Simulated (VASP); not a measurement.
Be2C:

```
CELL_PARAMETERS angstrom
0.00000 2.16049 2.16049
2.16049 0.00000 2.16049
2.16049 2.16049 0.00000
ATOMIC_POSITIONS crystal
Be 0.75000 0.75000 0.75000
Be 0.25000 0.25000 0.25000
C 0.00000 0.00000 0.00000
```

Base run:

* Program: VASP 6.6.1
* Functional: HSE06
* Potentials or basis: VASP PAW PBE potentials, release 64 (Be, C)
* Cutoff: 520 eV
* k mesh: 8 × 8 × 8
* Occupations: gaussian, width 0.01 eV
* Spin: no spin polarisation

Its results: band gap on the k mesh 1.90 eV (least direct gap 5.13 eV); pressure -1.9 GPa.

Question: The run is repeated on the same cell with these changes: functional from HSE06 to PBE; cutoff from 520 eV to 600 eV. What comes out?

Answer: Band gap on the k mesh 1.16 eV (least direct gap 4.14 eV); pressure 1.3 GPa.

Caveats: the PAW data sets were made with another functional, which shifts forces and pressure a little (at least some runs).

A k mesh can miss the band edges.
